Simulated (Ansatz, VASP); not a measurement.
**PbSe: VASP beside Ansatz**

The input INCAR:

```
SYSTEM = PbSe
PREC = Accurate
ENCUT = 520
EDIFF = 1E-7
ISMEAR = 0
SIGMA = 0.03
LREAL = .FALSE.
LASPH = .TRUE.
NELM = 60
ALGO = Normal
ISIF = 2
LWAVE = .FALSE.
LCHARG = .FALSE.
GGA = PE
IVDW = 12
NBANDS = 17
```

The input KPOINTS:

```
regular mesh
0
G
  10 10 10
  0 0 0
```

File POSCAR:

```
PbSe
1.0
    0.0000000000      3.1657887620      3.0169966902
    3.1657887620      0.0000000000      3.0169966902
    3.1657887620      3.1657887620      0.0000000000
Pb Se
1 1
Direct
    0.0000000000      0.0000000000      0.0000000000
    0.5000000000      0.5000000000      0.5000000000
```

Input for Ansatz:

```yaml
crystal:
  lattice:
    - [0.0, 3.165788762, 3.0169966902]
    - [3.165788762, 0.0, 3.0169966902]
    - [3.165788762, 3.165788762, 0.0]
  atoms:
    - { symbol: Pb, position: [0.0, 0.0, 0.0] }
    - { symbol: Se, position: [0.5, 0.5, 0.5] }
basis:
  ecutwfc: 420
kpoints:
  mp_grid: { grid: [10, 10, 10] }
hamiltonian:
  xc: pbe
  dispersion: d3bj
scf:
  occupations: { method: gaussian, width: 0.03 }
output:
  forces: true
  stress: true
  eigenvalues: true
```

Alike in both runs: task single point; functional PBE; dispersion D3(BJ); k mesh 10 × 10 × 10; occupations gaussian, width 0.03 eV; no spin polarisation.

|  | VASP | Ansatz |
| --- | --- | --- |
| version | VASP 6.6.1 | Ansatz 0.2.0 |
| potentials or method | VASP PAW PBE potentials, release 64 (Pb_d, Se), cutoff 520 eV | scalar-relativistic, plane waves, PAW |
| valence electrons in the cell | 20 | 30 |

|  | VASP | Ansatz | Ansatz less VASP |
| --- | --- | --- | --- |
| gap on the k mesh at the Fermi level (eV) | 0.39 | 0.39 | -0.004 |
| least direct gap on the mesh (eV) | 0.39 | 0.39 | -0.004 |
| pressure (GPa) | -1.8 | -1.8 | +0.02 |
| traceless stress, the component that is largest in VASP (GPa) | 3.54 | 3.53 | -0.010 |

VASP's potentials hold 20 valence electrons a cell and Ansatz's 30, so a difference there can come from the potentials and not from the codes.

Neither program's run includes spin-orbit coupling.
